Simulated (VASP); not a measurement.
Set up this calculation in VASP 6.6.1, as the native input.

```yaml
Task: single point
Functional: LDA
Potentials_or_basis: VASP PAW LDA potentials, release 64 (Pb_d, O)
Cutoff: 520 eV
k_mesh: 9 × 9 × 9
Occupations: fermi-dirac, width 0.05 eV
Spin: no spin polarisation
Dipole_correction: no
Further_INCAR_settings: ALGO = Normal; EDIFF = 1e-06; NBANDS = 20
```

The structure of PbO2 lies in POSCAR:

```
PbO2
1.0
    0.0000000000      2.6468338291      2.6468338291
    2.6468338291      0.0000000000      2.6468338291
    2.6468338291      2.6468338291      0.0000000000
Pb O
1 2
Direct
    0.0000000000      0.0000000000      0.0000000000
    0.7500000000      0.7500000000      0.7500000000
    0.2500000000      0.2500000000      0.2500000000
```

The input as run:

INCAR

```
SYSTEM = PbO2
PREC     = Accurate       ! precision mode
ENCUT    = 520            ! plane-wave cutoff, eV
EDIFF    = 1E-6           ! SCF threshold, eV
ISMEAR   = -1             ! smearing method
SIGMA    = 0.05           ! smearing width, eV
LREAL    = .False.        ! projectors in reciprocal space
LASPH    = .True.         ! aspherical terms in the spheres
NELM     = 60             ! most SCF steps
ALGO     = Normal         ! electronic algorithm
ISIF     = 2              ! what is computed and relaxed
LWAVE    = .False.        ! write WAVECAR
LCHARG   = .True.         ! write CHGCAR
LELF     = .True.         ! ELF
LVHAR    = .True.       
NBANDS   = 20             ! bands
```

KPOINTS

```
regular mesh
0
Gamma
  9 9 9
  0 0 0
```

Potentials or basis: VASP PAW LDA potentials, release 64 (Pb_d, O).

Command:

```console
$ cat potpaw_LDA.64/Pb_d/POTCAR potpaw_LDA.64/O/POTCAR > POTCAR
$ mpirun -np 1 vasp_std > vasp.out
```

Results of the run:

```json
{
  "Pressure": "-1.0 GPa",
  "Band gap on the k mesh": "zero (band 13 reaches 6.12 eV, above the bottom of band 14 at 4.81 eV)"
}
```

Caveat: spin-orbit coupling is left out, which moves the levels of the heavy elements.

Run time: 27 s on 1 thread of Intel Xeon 8259CL, with other jobs on the host, peak memory 0.16 GiB.
